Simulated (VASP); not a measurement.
# CoSn (P6/mmm) in VASP: a series of runs

Runs on CoSn. Level: PBEsol. Tasks: single point, relaxation of cell and atoms.

Everything below comes from runs of VASP 6.6.1. Logs are shortened: lines on timing, memory, paths and dates and some standing lists are left out, and cuts for length are marked.

**1. The cell of the first run**

Symmetry: P6/mmm, No. 191, hexagonal system. The conventional cell has a = 5.212 Å, b = 5.212 Å, c = 4.192 Å, α = 90.00°, β = 90.00°, γ = 120.00°. Within 3.4 Å of Co (site symmetry mmm) lie 6 Sn at 2.58 to 2.61 Å and 4 Co at 2.61 Å. Within 3.4 Å of Sn (site symmetry -6m2) lie 6 Co at 2.58 Å and 3 Sn at 3.01 Å. Within 3.4 Å of Sn (site symmetry 6/mmm) lie 6 Co at 2.61 Å.

**2. Single point, PBEsol**

Input file INCAR:

```
  PREC = Accurate
  ENCUT = 520
  EDIFF = 1E-7
  ISMEAR = -1
  SIGMA = 0.15
  LREAL = F
  LASPH = T
  NELM = 80
  ALGO = Fast
  ISIF = 2
  LWAVE = F
  LCHARG = T
  GGA = PS
  LELF = T
  LVHAR = T
  NBANDS = 44
```

Input file KPOINTS:

```
Automatic mesh
0
Gamma
  9 9 8
```

Input file POSCAR:

```
CoSn
1.0
    5.2115299445      0.0000000000      0.0000000000
   -2.6057649723      4.5133173245      0.0000000000
    0.0000000000      0.0000000000      4.1920289688
Co Sn
3 3
Direct
    0.0000000000      0.5000000000      0.0000000000
    0.5000000000      0.5000000000      0.0000000000
    0.5000000000      0.0000000000      0.0000000000
    0.6666666667      0.3333333333      0.5000000000
    0.3333333333      0.6666666667      0.5000000000
    0.0000000000      0.0000000000      0.0000000000
```

Potentials or basis: VASP PAW PBE potentials, release 64 (Co, Sn_d).

Launch:

```console
> cat potpaw_PBE.64/Co/POTCAR potpaw_PBE.64/Sn_d/POTCAR > POTCAR
> mpirun -np 1 vasp_std > vasp.out
```

OUTCAR:

```text
PREC = Accurate
   ENCUT = 520
   EDIFF = 1E-7
   ISMEAR = -1
   LREAL = F
   LASPH = T
   NELM = 80
   ISIF = 2
   GGA = PS

 ion  position               nearest neighbor table
   1  0.000  0.500  0.000-   4 2.58   5 2.58   4 2.58   5 2.58   3 2.61   3 2.61   2 2.61   2 2.61
                             6 2.61   6 2.61
   2  0.500  0.500  0.000-   4 2.58   5 2.58   4 2.58   5 2.58   6 2.61   6 2.61   1 2.61   1 2.61
                             3 2.61   3 2.61
   3  0.500  0.000  0.000-   4 2.58   5 2.58   4 2.58   5 2.58   1 2.61   1 2.61   6 2.61   6 2.61
                             2 2.61   2 2.61
   4  0.667  0.333  0.500-   1 2.58   1 2.58   3 2.58   3 2.58   2 2.58   2 2.58   5 3.01   5 3.01
                             5 3.01   6 3.67   6 3.67   6 3.67   6 3.67   6 3.67   6 3.67
   5  0.333  0.667  0.500-   1 2.58   1 2.58   3 2.58   3 2.58   2 2.58   2 2.58   4 3.01   4 3.01
                             4 3.01   6 3.67   6 3.67   6 3.67   6 3.67   6 3.67   6 3.67
   6  0.000  0.000  0.000-   2 2.61   2 2.61   3 2.61   3 2.61   1 2.61   1 2.61   5 3.67   4 3.67
                             5 3.67   4 3.67   4 3.67   5 3.67   5 3.67   4 3.67   5 3.67   5 3.67

  LATTYP: Found a hexagonal cell.
 ALAT       =     5.2115299445
 C/A-ratio  =     0.8043758768

  Lattice vectors:

 A1 = (   5.2115299445,   0.0000000000,   0.0000000000)
 A2 = (  -2.6057649723,   4.5133173245,   0.0000000000)
 A3 = (   0.0000000000,   0.0000000000,   4.1920289688)

Analysis of symmetry for initial positions (statically):
=====================================================================
 Subroutine PRICEL returns:
 Original cell was already a primitive cell.

 Routine SETGRP: Setting up the symmetry group for a
 hexagonal supercell.

 Subroutine GETGRP returns: Found 24 space group operations
 (whereof 24 operations were pure point group operations)
 out of a pool of 24 trial point group operations.

The static configuration has the point symmetry D_6h.

Analysis of symmetry for dynamics (positions and initial velocities):
=====================================================================
 Subroutine PRICEL returns:
 Original cell was already a primitive cell.

 Routine SETGRP: Setting up the symmetry group for a
 hexagonal supercell.

 Subroutine GETGRP returns: Found 24 space group operations
 (whereof 24 operations were pure point group operations)
 out of a pool of 24 trial point group operations.

The dynamic configuration has the point symmetry D_6h.

 Subroutine INISYM returns: Found 24 space group operations
 (whereof 24 operations are pure point group operations),
 and found     1 'primitive' translations

----------------------------------------------------------------------------------------

                                     Primitive cell

  volume of cell :      98.6019

  direct lattice vectors                    reciprocal lattice vectors
     5.211529944  0.000000000  0.000000000     0.191882232  0.110783259  0.000000000
    -2.605764972  4.513317325  0.000000000     0.000000000  0.221566517  0.000000000
     0.000000000  0.000000000  4.192028969     0.000000000  0.000000000  0.238547970

  length of vectors
     5.211529944  5.211529945  4.192028969     0.221566517  0.221566517  0.238547970

  position of ions in fractional coordinates (direct lattice)
     0.000000000  0.500000000  0.000000000
     0.500000000  0.500000000  0.000000000
     0.500000000  0.000000000  0.000000000
     0.666666667  0.333333333  0.500000000
     0.333333333  0.666666667  0.500000000
     0.000000000  0.000000000  0.000000000

  ion indices of the primitive-cell ions
   primitive index   ion index
                 1           1
                 2           2
                 3           3
                 4           4
                 5           5
                 6           6

----------------------------------------------------------------------------------------

 KPOINTS: Automatic mesh

Automatic generation of k-mesh.
 Grid dimensions read from file:
 generate k-points for:    9    9    8

 Generating k-lattice:

  Cartesian coordinates                     Fractional coordinates (reciprocal lattice)
     0.021320248  0.012309251  0.000000000     0.111111111 -0.000000000  0.000000000
     0.000000000  0.024618502  0.000000000     0.000000000  0.111111111  0.000000000
     0.000000000  0.000000000  0.029818496     0.000000000  0.000000000  0.125000000

  Length of vectors
     0.024618502  0.024618502  0.029818496

  Shift w.r.t. Gamma in fractional coordinates (k-lattice)
     0.000000000  0.000000000  0.000000000

 Subroutine IBZKPT returns following result:
 ===========================================

 Found     60 irreducible k-points:

 Following reciprocal coordinates:
            Coordinates               Weight
  0.000000  0.000000  0.000000      1.000000
  0.111111 -0.000000  0.000000      6.000000
  0.222222 -0.000000  0.000000      6.000000
  0.333333  0.000000  0.000000      6.000000
  0.444444 -0.000000  0.000000      6.000000
  0.111111  0.111111  0.000000      6.000000
[... 16 lines left out ...]
  0.333333  0.222222  0.125000     24.000000
  0.333333  0.333333  0.125000      4.000000
 [... further k-points ...]
   k-points           NKPTS =     60   k-points in BZ     NKDIM =     60   number of bands    NBANDS=     44
   number of dos      NEDOS =    301   number of ions     NIONS =      6
   total plane-waves  NPLWV =  51200
   dimension x,y,z NGX =    40 NGY =   40 NGZ =   32
   dimension x,y,z NGXF=    80 NGYF=   80 NGZF=   64
   ions per type =               3   3
   NGX,Y,Z   is equivalent  to a cutoff of  12.76, 12.76, 12.69 a.u.
   NGXF,Y,Z  is equivalent  to a cutoff of  25.52, 25.52, 25.38 a.u.
 SYSTEM =  unknown system
   PREC   = accura    normal or accurate (medium, high low for compatibility)
   ISTART =      0    job   : 0-new  1-cont  2-samecut
   ICHARG =      2    charge: 1-file 2-atom 10-const
   ISPIN  =      1    spin polarized calculation?
   LNONCOLLINEAR =      F non collinear calculations
   LSORBIT =      F    spin-orbit coupling
   LASPH  =      T    aspherical Exc in radial PAW
   ENCUT  =  520.0 eV  38.22 Ry    6.18 a.u.   9.69  9.69  7.79*2*pi/ulx,y,z
   NELM   =     80;   NELMIN=  2; NELMDL= -5     # of ELM steps
   EDIFF  = 0.1E-06   stopping-criterion for ELM
   LREAL  =      F    real-space projection
   EDIFFG = 0.1E-05   stopping-criterion for IOM
   NSW    =      0    number of steps for IOM
   IBRION =     -1    ionic relax: 0-MD 1-quasi-New 2-CG
   NFREE  =      0    steps in history (QN), initial steepest desc. (CG)
   ISIF   =      2    stress and relaxation
   ISYM   =      2    0-nonsym 1-usesym 2-fastsym
   POTIM  = 0.5000    time-step for ionic-motion
   TEBEG  =    0.0;   TEEND  =   0.0 temperature during run
   PSTRESS=    0.0 pullay stress
   NELECT =      69.0000    total number of electrons
   NUPDOWN=      -1.0000    fix difference up-down
   EMIN   =  10.00;   EMAX   =-10.00  energy-range for DOS
   EFERMI =   0.00;   METHOD = LEGACY
   ISMEAR =    -1;   SIGMA  =   0.15  broadening in eV -4-tet -1-fermi 0-gaus
   EFERMI_NEDOS =   21; number of points for ismear=-14 and -15
   IALGO  =     68    algorithm
   IMIX   =      4    mixing-type and parameters
     AMIX     =   0.40;   BMIX     =  1.00
     AMIX_MAG =   1.60;   BMIX_MAG =  1.00
  volume/ion in A,a.u.               =      16.43       110.90
  Fermi-wavevector in a.u.,A,eV,Ry     =   1.453437  2.746597 28.742004  2.112478
  Thomas-Fermi vector in A             =   2.570703
   LORBIT       =      0    0 simple, 1 ext, 2 COOP (PROOUT), +10 PAW based schemes
   GGA     = PS    functional components
   LHFCALC =     F    Hartree Fock is set to
   AEXX    =    0.0000 exact exchange contribution
   IVDW    =     0    specifies the selected vdW correction
   LEPSILON=     F    determine dielectric tensor
   LRPA    =     F    only Hartree local field effects (RPA)
 non-spin polarized calculation
 RMM-DIIS sequential band-by-band and
  energy-cutoff  :      520.00
  volume of cell :       98.60
 maximum number of plane-waves:      2677
 NGX is ok and might be reduce to    40
   NGX = 19   NGY = 19   NGZ = 15

 number of electron      68.9999990 magnetization

 Free energy of the ion-electron system (eV)
  ---------------------------------------------------
  ext. energy  EPLUGINS =         0.00000000
  ---------------------------------------------------
  free energy    TOTEN  =       -37.11940783 eV

  energy without entropy =      -36.77280729  energy(sigma->0) =      -36.94610756

 E-fermi :  10.2388     XC(G=0): -12.0846

 val. band max:       10.2188634710   @ k =   0.3333   0.2222   0.2500
 cond. band min:      10.2450959714   @ k =   0.0000   0.0000   0.3750
 fundamental gap:      0.0262325004
 Fermi energy:        10.2388104547

 k-point     1 :       0.0000    0.0000    0.0000
  band No.  band energies     occupation
      1     -11.2131      2.00000
      2     -11.1169      2.00000
      3     -11.1169      2.00000
      4     -11.1028      2.00000
      5     -11.1028      2.00000
      6     -11.0290      2.00000
[... 36 lines left out ...]
     43      16.1972      0.00000
     44      16.8184      0.00000

 k-point     2 :       0.1111   -0.0000    0.0000
  band No.  band energies     occupation
      1     -11.2117      2.00000
      2     -11.1286      2.00000
      3     -11.1239      2.00000
      4     -11.1051      2.00000
      5     -11.1036      2.00000
      6     -11.0382      2.00000
[... 36 lines left out ...]
     43      15.7991      0.00000
     44      15.9935      0.00000

 k-point     3 :       0.2222   -0.0000    0.0000
  band No.  band energies     occupation
      1     -11.2084      2.00000
      2     -11.1520      2.00000
      3     -11.1415      2.00000
      4     -11.1105      2.00000
      5     -11.1034      2.00000
      6     -11.0466      2.00000
[... 36 lines left out ...]
     43      15.2554      0.00000
     44      15.7419      0.00000

 k-point     4 :       0.3333    0.0000    0.0000
  band No.  band energies     occupation
      1     -11.2051      2.00000
      2     -11.1730      2.00000
      3     -11.1600      2.00000
      4     -11.1159      2.00000
      5     -11.0995      2.00000
      6     -11.0486      2.00000
[... 882 lines left out ...]
     43      15.5142      0.00000
     44      16.6320      0.00000

 k-point    23 :       0.3333    0.2222    0.1250
  band No.  band energies     occupation
      1     -11.2191      2.00000
      2     -11.1956      2.00000
      3     -11.1287      2.00000
      4     -11.1057      2.00000
      5     -11.0987      2.00000
      6     -11.0758      2.00000
[... 36 lines left out ...]
     43      15.9797      0.00000
     44      16.5145      0.00000

 k-point    24 :       0.3333    0.3333    0.1250
  band No.  band energies     occupation
      1     -11.2256      2.00000
      2     -11.1953      2.00000
      3     -11.1051      2.00000
      4     -11.1051      2.00000
      5     -11.0978      2.00000
      6     -11.0978      2.00000
[... 36 lines left out ...]
     43      16.9991      0.00000
     44      17.1821      0.00000

 [... further k-points ...]

------------------------ aborting loop because EDIFF is reached ----------------------------------------

  FORCE on cell =-STRESS in cart. coord.  units (eV):
  Direction    XX          YY          ZZ          XY          YZ          ZX
  --------------------------------------------------------------------------------------
  -------------------------------------------------------------------------------------
  Total       -0.0170136     -0.0170136     -0.0704934      0.0000000      0.0000000     -0.0000000
  in kB       -0.2764537     -0.2764537     -1.1454442      0.0000000      0.0000000     -0.0000000
  external PRESSURE =      -0.5661172 kB  Pullay stress =       0.0000000 kB

 VOLUME and BASIS-vectors are now :
 -----------------------------------------------------------------------------
  energy-cutoff  :      520.00
  volume of cell :       98.60
      direct lattice vectors                 reciprocal lattice vectors
     5.211529944  0.000000000  0.000000000     0.191882232  0.110783259  0.000000000
    -2.605764972  4.513317325  0.000000000     0.000000000  0.221566517  0.000000000
     0.000000000  0.000000000  4.192028969     0.000000000  0.000000000  0.238547970

 POSITION                                       TOTAL-FORCE (eV/Angst)
 -----------------------------------------------------------------------------------
     -1.30288      2.25666      0.00000         0.000000      0.000000      0.000000
      1.30288      2.25666      0.00000         0.000000      0.000000      0.000000
      2.60576      0.00000      0.00000         0.000000      0.000000      0.000000
      2.60576      1.50444      2.09601        -0.000000     -0.000000      0.000000
     -0.00000      3.00888      2.09601         0.000000      0.000000      0.000000
      0.00000      0.00000      0.00000         0.000000      0.000000      0.000000
 -----------------------------------------------------------------------------------
    total drift:                               -0.000000      0.000000     -0.000000

  FREE ENERGIE OF THE ION-ELECTRON SYSTEM (eV)
  ---------------------------------------------------
  free  energy   TOTEN  =       -37.1194078325 eV

  energy  without entropy=      -36.7728072898  energy(sigma->0) =      -36.94610756
```

Run time: 9.7 min. Hardware: 1 thread of Oxide Virtual Turin-like, shared host; peak memory 0.33 GiB.

What came out:

* Free energy: -37.1194 eV
* Pressure: -0.1 GPa
* Band gap on the k mesh: zero (an odd number of electrons rules out a gap without spin polarisation)

Stress tensor (GPa, compression positive):
```
-0.03  0.00  0.00
 0.00 -0.03  0.00
 0.00  0.00 -0.11
```

Caveat: the PAW data sets were made with another functional, which shifts forces and pressure a little; spin-orbit coupling is left out, which moves the levels of the heavy elements; the run has no spin polarisation, though such a crystal can be magnetic. Spin polarisation is off, so any magnetic state and its effect on volume and gap are missing.

(Part 1 of 2 ends here.)

The gap in the log of VASP goes by the Fermi energy; the results here count the filled bands.